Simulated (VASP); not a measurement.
## BP: single point with PBE

Crystal: BP.

```xyz
2
Lattice="0.0000 2.1900 2.1900 2.1900 0.0000 2.1900 2.1900 2.1900 0.0000" Properties=species:S:1:pos:R:3 pbc="T T T"
B     0.0000    0.0000    0.0000
P     1.0950    1.0950    1.0950
```

This cell differs from its parent crystal: volume changed by -10%.

- Program: VASP 6.6.1
- Task: single point
- Functional: PBE
- Potentials or basis: VASP PAW PBE potentials, release 64 (B, P)
- Cutoff: 520 eV
- k mesh: 6 × 6 × 6
- Occupations: gaussian, width 0.01 eV
- Spin: no spin polarisation
- Dipole correction: no
- Further INCAR settings: ALGO = Normal; EDIFF = 1e-06; NBANDS = 11

The pressure is 22.5 GPa and the band gap on the k mesh is 1.10 eV, indirect (least direct gap 3.58 eV).

Levels at points of the mesh, in eV from the valence-band top:
| k point | band 2 | band 3 | band 4 | band 5 | band 6 | band 7 |
| --- | --- | --- | --- | --- | --- | --- |
| (0.00, 0.00, 0.00) | 0.00 | 0.00 | 0.00 | 3.58 | 3.58 | 3.58 |
| (0.50, 0.00, 0.00) | -9.83 | -1.88 | -1.88 | 4.44 | 4.78 | 4.78 |
| (0.50, 0.50, 0.00) | -9.15 | -4.50 | -4.50 | 1.10 | 1.56 | 13.14 |

Wall time 5.7 s on 1 thread of Intel Xeon 8259CL (shared host), peak memory 0.13 GiB.

 A k mesh can miss the band edges.
